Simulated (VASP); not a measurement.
Set up this calculation in VASP 6.6.1, as the native input.

| Item | Value |
| --- | --- |
| Task | single point |
| Functional | PBE |
| Dispersion | D3(BJ) |
| Potentials or basis | VASP PAW PBE potentials, release 64 (O, Mg, H) |
| Cutoff | 520 eV |
| k mesh | 3 × 3 × 1 |
| Occupations | gaussian, width 0.05 eV |
| Spin | no spin polarisation |
| Dipole correction | yes |
| Further INCAR settings | LREAL = Auto; ALGO = Normal; EDIFF = 1e-06; NBANDS = 68 |

The structure of Mg6HO6 lies in POSCAR:

```
Mg6HO6
1.0
    5.9506164706      0.0000000000      0.0000000000
   -2.9753082353      5.1533850317      0.0000000000
    0.0000000000      0.0000000000     24.0733225033
O Mg H
12 12 2
Direct
    0.1666666667      0.3333333333      0.3323180670
    0.1666666667      0.8333333333      0.3323180670
    0.6666666667      0.3333333333      0.3323180670
    0.6666666667      0.8333333333      0.3323180670
    0.5000000000      0.5000000000      0.4332318067
    0.5000000000      0.0000000000      0.4332318067
    0.0000000000      0.5000000000      0.4332318067
    0.0000000000      0.0000000000      0.4332318067
    0.8333578050      0.6666790786      0.5360672120
    0.8334037500      0.1666842404      0.5360815067
    0.3333963741      0.6666735436      0.5360331938
    0.3333847523      0.1667147943      0.5360564605
    0.3333333333      0.1666666667      0.3827749368
    0.3333333333      0.6666666667      0.3827749368
    0.8333333333      0.1666666667      0.3827749368
    0.8333333333      0.6666666667      0.3827749368
    0.6666748518      0.3333472089      0.4796763294
    0.6666905452      0.8333346575      0.4796934926
    0.1666991837      0.3333362019      0.4796951596
    0.1666859108      0.8333536816      0.4796857244
    0.0000225947      0.5000482034      0.5831599036
    0.0001086368     -0.0000125618      0.5832149324
    0.5000607124      0.5000151722      0.5831953417
    0.5000214646      0.0000546936      0.5831591077
    0.2180447224      0.7018603014      0.7351418261
    0.2056648558      0.6183815961      0.7596841361
```

One way to write it, as run:

INCAR

```
SYSTEM = Mg6HO6
ALGO = Normal
DIPOL = 0.5 0.5 0.480
EDIFF = 1E-6
ENCUT = 520
GGA = PE
IDIPOL = 3
ISIF = 2
ISMEAR = 0
IVDW = 12
LASPH = .True.
LCHARG = .True.
LDIPOL = .True.
LELF = .True.
LREAL = Auto
LVACPOTAV = .True.
LVHAR = .True.
LWAVE = .False.
NBANDS = 68
NELM = 80
PREC = Accurate
SIGMA = 0.05
```

KPOINTS

```
k-points
0
Gamma
  3 3 1
  0 0 0
```

Potentials or basis: VASP PAW PBE potentials, release 64 (O, Mg, H).

Command:

```bash
$ cat potpaw_PBE.64/O/POTCAR potpaw_PBE.64/Mg/POTCAR potpaw_PBE.64/H/POTCAR > POTCAR
$ mpirun -np 1 vasp_std > vasp.out
```

Results of the run:

```yaml
Largest_force: 2.727 eV/Å
Band_gap_on_the_k_mesh: zero (bands 49 and 50 overlap by 0.49 eV)
Dispersion_energy_per_atom: -0.193 eV
```

Caveat: the k points lie up to 0.41 Å⁻¹ apart.

It took 12 min on 1 thread of Intel(R) Xeon(R) 6975P-C (Granite Rapids), with other jobs on the host, peak memory 0.89 GiB.
